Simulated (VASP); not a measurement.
# MgZnO4 (Cmmm) in VASP: single point with PBE

Aim: the single point of MgZnO4 with PBE.

Program: VASP 6.6.1. These are calculated values, not measurements. Logs are shortened: lines on timing, memory, paths and dates and some standing lists are left out, and cuts for length are marked.

**1. The cell of the first run**

The structure is orthorhombic, space group Cmmm (No. 65). The conventional cell has a = 6.475 Å, b = 6.843 Å, c = 3.176 Å, α = 90.00°, β = 90.00°, γ = 90.00°. Mg (site symmetry mmm) has 6 O at 2.06 Å within 2.7 Å. Within 2.6 Å of Zn (site symmetry mmm) lie 6 O at 1.92 to 2.09 Å. O (site symmetry 2mm) has 1 Zn at 1.92 Å and 2 Mg at 2.06 Å and 1 O at 2.63 Å within 2.7 Å. O (site symmetry m2m) has 1 Mg at 2.06 Å and 2 Zn at 2.09 Å and 9 O at 2.71 to 2.92 Å within 3.0 Å.

The cell was generated, and may not be a known phase.

**2. Single point, PBE, collinear spin, ferromagnetic start**

File INCAR:

```
PREC = Accurate
ENCUT = 800
EDIFF = 1E-6
ISMEAR = 0
SIGMA = 0.1
LREAL = F
LASPH = T
NELM = 300
ALGO = All
ISIF = 2
LWAVE = F
LCHARG = T
ISPIN = 2
MAGMOM = 0 0 1 1 1 1
LORBIT = 11
GGA = PE
LVHAR = T
NBANDS = 32
GGA_COMPAT = F
ISEARCH = 1
KPAR = 4
```

File KPOINTS:

```
Automatic mesh
0
Gamma
  4 4 6
```

File POSCAR:

```
MgZnO4
1.0
    3.4214225970     -3.2376239182      0.0000000000
    3.4214225970      3.2376239182      0.0000000000
    0.0000000000      0.0000000000      3.1760467561
Mg Zn O
1 1 4
Direct
    0.5000000000      0.5000000000      0.5000000000
    0.0000000000      0.0000000000      0.0000000000
    0.2970515237      0.7029484763      0.0000000000
    0.7029484763      0.2970515237      0.0000000000
    0.1983518237      0.1983518237      0.5000000000
    0.8016481763      0.8016481763      0.5000000000
```

Potentials or basis: VASP PAW PBE potentials, release 64 (Mg, Zn, O).

Run with:

```bash
$ cat potpaw_PBE.64/Mg/POTCAR potpaw_PBE.64/Zn/POTCAR potpaw_PBE.64/O/POTCAR > POTCAR
$ mpirun -np 4 vasp_std > vasp.out
```

OUTCAR:

```text
PREC = Accurate
   ENCUT = 800
   EDIFF = 1E-6
   ISMEAR = 0
   LREAL = F
   LASPH = T
   NELM = 300
   ISIF = 2
   ISPIN = 2
   LORBIT = 11
   GGA = PE

 ion  position               nearest neighbor table
   1  0.500  0.500  0.500-   3 2.06   4 2.06   3 2.06   4 2.06   5 2.06   6 2.06
   2  0.000  0.000  0.000-   3 1.92   4 1.92   5 2.09   6 2.09   5 2.09   6 2.09
   3  0.297  0.703  0.000-   2 1.92   1 2.06   1 2.06
   4  0.703  0.297  0.000-   2 1.92   1 2.06   1 2.06
   5  0.198  0.198  0.500-   1 2.06   2 2.09   2 2.09
   6  0.802  0.802  0.500-   1 2.06   2 2.09   2 2.09

  LATTYP: Found a base centered orthorhombic cell.
 ALAT       =     6.4752478364
 B/A-ratio  =     1.0567696198
 C/A-ratio  =     0.4904903776

  Lattice vectors:

 A1 = (  -3.4214225970,  -3.2376239182,   0.0000000000)
 A2 = (   3.4214225970,  -3.2376239182,   0.0000000000)
 A3 = (   0.0000000000,   0.0000000000,   3.1760467561)

Analysis of symmetry for initial positions (statically):
=====================================================================
 Subroutine PRICEL returns:
 Original cell was already a primitive cell.

 Routine SETGRP: Setting up the symmetry group for a
 base centered orthorhombic supercell.

 Subroutine GETGRP returns: Found  8 space group operations
 (whereof  8 operations were pure point group operations)
 out of a pool of  8 trial point group operations.

The static configuration has the point symmetry D_2h.

Analysis of symmetry for dynamics (positions and initial velocities):
=====================================================================
 Subroutine PRICEL returns:
 Original cell was already a primitive cell.

 Routine SETGRP: Setting up the symmetry group for a
 base centered orthorhombic supercell.

 Subroutine GETGRP returns: Found  8 space group operations
 (whereof  8 operations were pure point group operations)
 out of a pool of  8 trial point group operations.

The dynamic configuration has the point symmetry D_2h.

Analysis of structural, dynamic, and magnetic symmetry:
=====================================================================
 Subroutine PRICEL returns:
 Original cell was already a primitive cell.

 Routine SETGRP: Setting up the symmetry group for a
 base centered orthorhombic supercell.

 Subroutine GETGRP returns: Found  8 space group operations
 (whereof  8 operations were pure point group operations)
 out of a pool of  8 trial point group operations.

The overall configuration has the point symmetry D_2h.

 Subroutine INISYM returns: Found  8 space group operations
 (whereof  8 operations are pure point group operations),
 and found     1 'primitive' translations

----------------------------------------------------------------------------------------

                                     Primitive cell

  volume of cell :      70.3639

  direct lattice vectors                    reciprocal lattice vectors
     3.421422597 -3.237623918  0.000000000     0.146138042 -0.154434243  0.000000000
     3.421422597  3.237623918  0.000000000     0.146138042  0.154434243  0.000000000
     0.000000000  0.000000000  3.176046756     0.000000000  0.000000000  0.314856826

  length of vectors
     4.710450214  4.710450214  3.176046756     0.212617645  0.212617645  0.314856826

  position of ions in fractional coordinates (direct lattice)
     0.500000000  0.500000000  0.500000000
     0.000000000  0.000000000  0.000000000
     0.297051524  0.702948476  0.000000000
     0.702948476  0.297051524  0.000000000
     0.198351824  0.198351824  0.500000000
     0.801648176  0.801648176  0.500000000

  ion indices of the primitive-cell ions
   primitive index   ion index
                 1           1
                 2           2
                 3           3
                 4           4
                 5           5
                 6           6

----------------------------------------------------------------------------------------

 KPOINTS: Automatic mesh

Automatic generation of k-mesh.
 Grid dimensions read from file:
 generate k-points for:    4    4    6

 Generating k-lattice:

  Cartesian coordinates                     Fractional coordinates (reciprocal lattice)
     0.036534511 -0.038608561  0.000000000     0.250000000  0.000000000  0.000000000
     0.036534511  0.038608561  0.000000000     0.000000000  0.250000000  0.000000000
     0.000000000  0.000000000  0.052476138     0.000000000  0.000000000  0.166666667

  Length of vectors
     0.053154411  0.053154411  0.052476138

  Shift w.r.t. Gamma in fractional coordinates (k-lattice)
     0.000000000  0.000000000  0.000000000

 Subroutine IBZKPT returns following result:
 ===========================================

 Found     28 irreducible k-points:

 Following reciprocal coordinates:
            Coordinates               Weight
  0.000000  0.000000  0.000000      1.000000
  0.250000 -0.000000  0.000000      4.000000
  0.500000 -0.000000  0.000000      2.000000
  0.250000  0.250000  0.000000      2.000000
  0.500000  0.250000  0.000000      4.000000
 -0.250000  0.250000  0.000000      2.000000
[... 16 lines left out ...]
  0.250000 -0.000000  0.500000      4.000000
  0.500000 -0.000000  0.500000      2.000000
 [... further k-points ...]
   k-points           NKPTS =     28   k-points in BZ     NKDIM =     28   number of bands    NBANDS=     32
   number of dos      NEDOS =    301   number of ions     NIONS =      6
   total plane-waves  NPLWV =  69120
   dimension x,y,z NGX =    48 NGY =   48 NGZ =   30
   dimension x,y,z NGXF=    96 NGYF=   96 NGZF=   60
   ions per type =               1   1   4
   NGX,Y,Z   is equivalent  to a cutoff of  16.94, 16.94, 15.70 a.u.
   NGXF,Y,Z  is equivalent  to a cutoff of  33.88, 33.88, 31.41 a.u.
 SYSTEM =  unknown system
   PREC   = accura    normal or accurate (medium, high low for compatibility)
   ISTART =      0    job   : 0-new  1-cont  2-samecut
   ICHARG =      2    charge: 1-file 2-atom 10-const
   ISPIN  =      2    spin polarized calculation?
   LNONCOLLINEAR =      F non collinear calculations
   LSORBIT =      F    spin-orbit coupling
   LASPH  =      T    aspherical Exc in radial PAW
   ENCUT  =  800.0 eV  58.80 Ry    7.67 a.u.  10.86 10.86  7.32*2*pi/ulx,y,z
   NELM   =    300;   NELMIN=  2; NELMDL= -5     # of ELM steps
   EDIFF  = 0.1E-05   stopping-criterion for ELM
   LREAL  =      F    real-space projection
   EDIFFG = 0.1E-04   stopping-criterion for IOM
   NSW    =      0    number of steps for IOM
   IBRION =     -1    ionic relax: 0-MD 1-quasi-New 2-CG
   NFREE  =      0    steps in history (QN), initial steepest desc. (CG)
   ISIF   =      2    stress and relaxation
   ISYM   =      2    0-nonsym 1-usesym 2-fastsym
   POTIM  = 0.5000    time-step for ionic-motion
   TEBEG  =    0.0;   TEEND  =   0.0 temperature during run
   PSTRESS=    0.0 pullay stress
   NELECT =      38.0000    total number of electrons
   NUPDOWN=      -1.0000    fix difference up-down
   EMIN   =  10.00;   EMAX   =-10.00  energy-range for DOS
   EFERMI =   0.00;   METHOD = LEGACY
   ISMEAR =     0;   SIGMA  =   0.10  broadening in eV -4-tet -1-fermi 0-gaus
   EFERMI_NEDOS =   21; number of points for ismear=-14 and -15
   IALGO  =     58    algorithm
   IMIX   =      4    mixing-type and parameters
     AMIX     =   0.40;   BMIX     =  1.00
     AMIX_MAG =   1.60;   BMIX_MAG =  1.00
  volume/ion in A,a.u.               =      11.73        79.14
  Fermi-wavevector in a.u.,A,eV,Ry     =   1.333172  2.519329 24.182265  1.777346
  Thomas-Fermi vector in A             =   2.462050
   LORBIT       =     11    0 simple, 1 ext, 2 COOP (PROOUT), +10 PAW based schemes
   GGA     = PE    functional components
   LHFCALC =     F    Hartree Fock is set to
   AEXX    =    0.0000 exact exchange contribution
   IVDW    =     0    specifies the selected vdW correction
   LEPSILON=     F    determine dielectric tensor
   LRPA    =     F    only Hartree local field effects (RPA)
 spin polarized calculation
 Gauss-broadening in eV      SIGMA  =   0.10
  energy-cutoff  :      800.00
  volume of cell :       70.36
 maximum number of plane-waves:      3654
 NGX is ok and might be reduce to    48
   NGX = 21   NGY = 21   NGZ = 15

 number of electron      38.0000000 magnetization       3.9999999

 Free energy of the ion-electron system (eV)
  ---------------------------------------------------
  ext. energy  EPLUGINS =         0.00000000
  ---------------------------------------------------
  free energy    TOTEN  =       -26.56917496 eV

  energy without entropy =      -26.55478618  energy(sigma->0) =      -26.56198057

 E-fermi :   0.1950     XC(G=0): -10.1255

 val. band max:        0.1919507274   @ k =   0.2500   0.2500   0.5000
 cond. band min:       0.1955658150   @ k =   0.5000  -0.0000   0.3333
 fundamental gap:      0.0036150876
 Fermi energy:         0.1949544704

 spin component 1

 k-point     1 :       0.0000    0.0000    0.0000
  band No.  band energies     occupation
      1     -18.2304      1.00000
      2     -17.0470      1.00000
      3     -16.8346      1.00000
      4     -16.7795      1.00000
      5      -6.1895      1.00000
      6      -5.6672      1.00000
[... 23 lines left out ...]
     30      15.8504      0.00000
     31      16.4799      0.00000

 k-point     2 :       0.2500   -0.0000    0.0000
  band No.  band energies     occupation
      1     -18.0849      1.00000
      2     -17.2099      1.00000
      3     -16.9002      1.00000
      4     -16.7397      1.00000
      5      -5.9179      1.00000
      6      -5.7093      1.00000
[... 740 lines left out ...]
 k-point    24 :       0.5000   -0.0000    0.5000
  band No.  band energies     occupation
      1     -17.2587      1.00000
      2     -17.0552      1.00000
      3     -17.0480      1.00000
      4     -16.8962      1.00000
      5      -5.8136      1.00000
      6      -5.5948      1.00000
[... 23 lines left out ...]
     30      14.5935      0.00000
     31      14.8850      0.00000

 [... further k-points ...]

 spin component 2

 k-point     1 :       0.0000    0.0000    0.0000
  band No.  band energies     occupation
      1     -16.8540      1.00000
      2     -15.4042      1.00000
      3     -15.3819      1.00000
      4     -15.2293      1.00000
      5      -5.6032      1.00000
      6      -5.2685      1.00000
[... 23 lines left out ...]
     30      16.4054      0.00000
     31      16.9397      0.00000

 k-point     2 :       0.2500   -0.0000    0.0000
  band No.  band energies     occupation
      1     -16.6885      1.00000
      2     -15.6916      1.00000
      3     -15.3509      1.00000
      4     -15.1947      1.00000
      5      -5.3613      1.00000
      6      -5.2813      1.00000
[... 740 lines left out ...]
 k-point    24 :       0.5000   -0.0000    0.5000
  band No.  band energies     occupation
      1     -15.6393      1.00000
      2     -15.6256      1.00000
      3     -15.4743      1.00000
      4     -15.3878      1.00000
      5      -5.2899      1.00000
      6      -5.2480      1.00000
[... 23 lines left out ...]
     30      14.9117      0.00000
     31      15.1836      0.00000

 [... further k-points ...]

 [bands above 31 left out]

------------------------ aborting loop because EDIFF is reached ----------------------------------------

  FORCE on cell =-STRESS in cart. coord.  units (eV):
  Direction    XX          YY          ZZ          XY          YZ          ZX
  --------------------------------------------------------------------------------------
  -------------------------------------------------------------------------------------
  Total       -0.0089146      0.3006529      0.0208112     -0.0000000      0.0000000      0.0000000
  in kB       -0.2029843      6.8458273      0.4738686     -0.0000000      0.0000000      0.0000000
  external PRESSURE =       2.3722372 kB  Pullay stress =       0.0000000 kB

 VOLUME and BASIS-vectors are now :
 -----------------------------------------------------------------------------
  energy-cutoff  :      800.00
  volume of cell :       70.36
      direct lattice vectors                 reciprocal lattice vectors
     3.421422597 -3.237623918  0.000000000     0.146138042 -0.154434243  0.000000000
     3.421422597  3.237623918  0.000000000     0.146138042  0.154434243  0.000000000
     0.000000000  0.000000000  3.176046756     0.000000000  0.000000000  0.314856826

 POSITION                                       TOTAL-FORCE (eV/Angst)
 -----------------------------------------------------------------------------------
      3.42142      0.00000      1.58802         0.000000      0.000000      0.000000
      0.00000      0.00000      0.00000         0.000000      0.000000      0.000000
      3.42142      1.31414      0.00000         0.000000     -0.117967      0.000000
      3.42142     -1.31414      0.00000         0.000000      0.117967      0.000000
      1.35729      0.00000      1.58802         0.074455      0.000000     -0.000000
      5.48555      0.00000      1.58802        -0.074455      0.000000      0.000000
 -----------------------------------------------------------------------------------
    total drift:                               -0.000000      0.000000     -0.000000

  FREE ENERGIE OF THE ION-ELECTRON SYSTEM (eV)
  ---------------------------------------------------
  free  energy   TOTEN  =       -26.5691749552 eV

  energy  without entropy=      -26.5547840210  energy(sigma->0) =      -26.56197949

 total charge

# of ion       s       p       d       tot
------------------------------------------
    1        0.142   0.170   0.075   0.387
    2        0.455   0.525   9.793  10.772
    3        1.580   3.300   0.000   4.879
    4        1.580   3.300   0.000   4.879
    5        1.589   3.226   0.000   4.815
    6        1.589   3.226   0.000   4.815
--------------------------------------------------
tot          6.936  13.746   9.867  30.548

 magnetization (x)

# of ion       s       p       d       tot
------------------------------------------
    1       -0.006  -0.003   0.002  -0.007
    2       -0.027  -0.027   0.231   0.176
    3        0.011   0.733   0.000   0.744
    4        0.011   0.733   0.000   0.744
    5        0.011   0.850   0.000   0.861
    6        0.011   0.850   0.000   0.861
--------------------------------------------------
tot          0.012   3.134   0.233   3.379
```

It took 1.8 min on 4 MPI ranks of Intel Xeon Platinum 8175M at 2.50GHz (Skylake/Cascade Lake), shared host; peak memory 0.6 GiB.

Results:

| Quantity | Value |
| --- | --- |
| Free energy | -26.5692 eV |
| Pressure | 0.2 GPa |
| Largest force | 0.118 eV/Å |
| Band gap on the k mesh | zero (filled and empty bands overlap) |
| Net moment | 4.00 μB per cell |
| Site moments | Mg -0.01; Zn +0.18; O +0.74, +0.86 (each value once) μB |
| Valence electrons inside the program's atomic spheres | Mg 0.39; Zn 10.77; O 4.88, 4.82 (each value once) |

Forces in eV/Å, atoms in the order of the input:
```
Mg   0.000  0.000  0.000
Zn   0.000  0.000  0.000
O    0.000 -0.118  0.000
O    0.000  0.118  0.000
O    0.074  0.000  0.000
O   -0.074  0.000  0.000
```

Stress tensor (GPa, compression positive):
```
-0.02  0.00  0.00
 0.00  0.68  0.00
 0.00  0.00  0.05
```

Levels at points of the mesh, in eV from the Fermi level:
Spin up:
| k point | band 17 | band 18 | band 19 | band 20 | band 21 | band 22 | band 23 | band 24 | band 25 | band 26 |
| --- | --- | --- | --- | --- | --- | --- | --- | --- | --- | --- |
| (0.00, 0.00, 0.00) | -1.19 | -1.12 | -1.05 | -0.98 | -0.88 | 5.43 | 9.36 | 10.22 | 10.45 | 12.85 |
| (0.50, 0.00, 0.00) | -1.53 | -1.45 | -1.22 | -0.72 | -0.47 | 7.22 | 8.33 | 10.66 | 10.92 | 13.31 |
| (0.50, 0.50, 0.00) | -1.84 | -1.75 | -1.56 | -1.25 | -0.95 | 7.72 | 9.39 | 10.16 | 10.24 | 14.18 |
| (0.00, 0.00, 0.50) | -2.21 | -2.10 | -1.93 | -1.62 | -1.28 | 8.86 | 10.53 | 12.12 | 12.48 | 13.40 |
| (0.50, 0.00, 0.50) | -2.04 | -1.75 | -1.70 | -0.92 | -0.32 | 9.15 | 10.93 | 11.10 | 12.02 | 12.99 |
| (0.50, 0.50, 0.50) | -1.64 | -1.47 | -1.23 | -1.23 | -0.78 | 8.35 | 10.56 | 11.22 | 11.43 | 12.56 |
Spin down:
| k point | band 15 | band 16 | band 17 | band 18 | band 19 | band 20 |
| --- | --- | --- | --- | --- | --- | --- |
| (0.00, 0.00, 0.00) | -0.43 | 0.01 | 0.05 | 0.46 | 0.69 | 0.73 |
| (0.50, 0.00, 0.00) | -0.93 | -0.74 | -0.25 | 0.12 | 0.56 | 0.66 |
| (0.50, 0.50, 0.00) | -0.71 | -0.50 | -0.49 | -0.37 | 0.30 | 0.37 |
| (0.00, 0.00, 0.50) | -1.22 | -0.58 | -0.57 | -0.32 | -0.13 | -0.13 |
| (0.50, 0.00, 0.50) | -1.64 | -0.31 | -0.21 | 0.22 | 0.32 | 0.35 |
| (0.50, 0.50, 0.50) | -0.85 | -0.25 | 0.44 | 0.44 | 0.52 | 0.52 |
